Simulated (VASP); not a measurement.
Write the native input for VASP 6.6.1 that does the following.

```
Task                   : single point
Functional             : PBE
Potentials or basis    : VASP PAW PBE potentials, release 64 (Si)
Cutoff                 : 520 eV
k mesh                 : 15 × 15 × 15
Occupations            : methfessel-paxton, width 0.1 eV
Spin                   : no spin polarisation
Dipole correction      : no
Further INCAR settings : ALGO = Normal; EDIFF = 1e-06; NBANDS = 11
```

The structure of Si lies in POSCAR:

```
Si
1.0
   -2.3595151400      2.3595151400      1.3292650000
    2.3595151400     -2.3595151400      1.3292650000
    2.3832288600      2.3832288600     -1.3292650000
Si
2
Direct
    0.2500000000      0.7500000000      0.5000000000
    0.5000000000      0.5000000000      0.0000000000
```

The input as run:

INCAR

```
PREC = Accurate
ENCUT = 520
EDIFF = 1E-6
ISMEAR = 1
SIGMA = 0.1
LREAL = False
LASPH = True
NELM = 100
ALGO = Normal
ISIF = 2
LWAVE = False
LCHARG = True
GGA = PE
LELF = True
LVHAR = True
NBANDS = 11
```

KPOINTS

```
Automatic mesh
0
Gamma
  15 15 15
```

Potentials or basis: VASP PAW PBE potentials, release 64 (Si).

Launch:

```sh
$ cat potpaw_PBE.64/Si/POTCAR > POTCAR
$ mpirun -np 1 vasp_std > vasp.out
```

Results of the run:

* Pressure: 3.2 GPa
* Band gap on the k mesh: zero (bands 4 and 5 overlap by 6.87 eV)

Caveat: the cell stands under pressure.

Wall time 58 s on 1 thread of Intel(R) Xeon(R) 6975P-C (Granite Rapids) (shared host), peak memory 0.24 GiB.
